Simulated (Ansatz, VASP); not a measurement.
**AlPd4: VASP beside Ansatz**

The input INCAR:

```
ALGO = Fast
EDIFF = 1E-7
EDIFFG = -0.04
ENCUT = 600
GGA = PE
IBRION = 2
ISIF = 3
ISMEAR = 0
LASPH = True
LCHARG = False
LREAL = False
LWAVE = False
NELM = 80
NSW = 90
PREC = Accurate
SIGMA = 0.1
```

Contents of KPOINTS:

```
k-points
0
Gamma
  6 6 6
```

Contents of POSCAR:

```
AlPd4
1.0
   -2.6369476300      2.6369476300      2.6369476300
    2.6369476300     -2.6369476300      2.6369476300
    2.6369476300      2.6369476300     -2.6369476300
Al Pd
1 4
Direct
    0.0000000000      0.0000000000      0.0000000000
    0.0000000000      0.0000000000      0.5000000000
    0.0000000000      0.5000000000      0.0000000000
    0.5000000000      0.0000000000      0.0000000000
    0.5000000000      0.5000000000      0.5000000000
```

Input for Ansatz:

```yaml
crystal:
  lattice:
    - [-2.63694763, 2.63694763, 2.63694763]
    - [2.63694763, -2.63694763, 2.63694763]
    - [2.63694763, 2.63694763, -2.63694763]
  atoms:
    - { symbol: Al, position: [0.0, 0.0, 0.0] }
    - { symbol: Pd, position: [0.0, 0.0, 0.5] }
    - { symbol: Pd, position: [0.0, 0.5, 0.0] }
    - { symbol: Pd, position: [0.5, 0.0, 0.0] }
    - { symbol: Pd, position: [0.5, 0.5, 0.5] }
basis:
  ecutwfc: 420
kpoints:
  mp_grid: { grid: [6, 6, 6] }
hamiltonian:
  xc: pbe
scf:
  occupations: { method: gaussian, width: 0.1 }
  lower_state_search: "off"
output:
  forces: true
  stress: true
  eigenvalues: true
relax:
  adjacent_minimum: "off"
  f_tol: 0.04
  max_steps: 70
  cell: { stress_tol: 0.4 }
```

Change from the starting cell: species swapped into the MnGa4 type (Im-3m, No. 229).

Alike in both runs: task relaxation of cell and atoms; functional PBE; k mesh 6 × 6 × 6; occupations gaussian, width 0.1 eV; no spin polarisation.

|  | VASP | Ansatz |
| --- | --- | --- |
| version | VASP 6.6.1 | Ansatz 0.2.0 |
| potentials or method | VASP PAW PBE potentials, release 64 (Al, Pd), cutoff 600 eV | scalar-relativistic, plane waves, PAW |
| valence electrons in the cell | 43 | 75 |

VASP gave:

* gap on the k mesh at the Fermi level, each at its own relaxed structure (eV): none
* relaxed volume (Å³/atom): 18.05
* relaxed cell length with the largest relative difference (Å): 4.895

Question: Which values does Ansatz return?

Answer: gap on the k mesh at the Fermi level, each at its own relaxed structure (eV): none; relaxed volume (Å³/atom): 17.94; relaxed cell length with the largest relative difference (Å): 4.885.

A gap of «none» marks a metal or a gap that the smearing closes. VASP's potentials hold 43 valence electrons a cell and Ansatz's 75, so a difference there can come from the potentials and not from the codes.

Noted on VASP's run: the volume moved by over 15 % at a fixed basis, so the end points are rough.
